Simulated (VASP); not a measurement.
Crystal: FeS2.

```
Fe S
1.0
     4.43896    0.00000    0.00000
     0.00000    5.40955    0.00000
     0.00000    0.00000    3.38952
Fe S
2 4
Direct
  0.50000 0.50000 0.50000
  0.00000 0.00000 0.00000
  0.29376 0.87518 0.50000
  0.70624 0.12482 0.50000
  0.20624 0.37518 0.00000
  0.79376 0.62482 0.00000
```

- Program: VASP 6.6.1
- Task: relaxation of cell and atoms
- Functional: PBEsol
- Potentials or basis: VASP PAW PBE potentials, release 64 (Fe, S)
- Cutoff: 600 eV
- k mesh: 6 × 4 × 8
- Occupations: fermi-dirac, width 0.02 eV
- Spin: no spin polarisation

At the start: pressure -6.5 GPa; volume 13.57 Å³/atom.

Q: Where does the relaxation end?

A: Over 8 steps the energy falls by 11.7 meV/atom and the volume is 13.02 Å³/atom (-4.0 %); space group Pnnm (No. 58, to 0.1 Å) before and after.

Step by step:
| step | energy change (eV) | largest force (eV/Å) | pressure (GPa) | volume (Å³) |
| --- | --- | --- | --- | --- |
| 1 | 0.0000 | 0.0746 | -6.53 | 81.39 |
| 2 | 0.0032 | 0.1395 | 7.81 | 75.05 |
| 3 | -0.0696 | 0.0328 | -0.04 | 78.15 |
| 4 | -0.0696 | 0.0344 | 0.10 | 78.09 |
| 5 | -0.0699 | 0.0065 | 0.12 | 78.06 |
| 6 | -0.0699 | 0.0023 | 0.11 | 78.06 |
| 7 | -0.0699 | 0.0026 | -0.10 | 78.15 |
| 8 | -0.0700 | 0.0018 | 0.00 | 78.11 |

Final structure:
```
Fe S
1.0
     4.37138    0.00000    0.00000
     0.00000    5.33890    0.00000
     0.00000    0.00000    3.34671
Fe S
2 4
Cartesian
  2.1857 2.6694 1.6734
  0.0000 0.0000 0.0000
  1.2837 4.6708 1.6734
  3.0877 0.6681 1.6734
  0.9020 2.0013 0.0000
  3.4694 3.3376 0.0000
```

Caveat: the PAW data sets were made with another functional, which shifts forces and pressure a little.
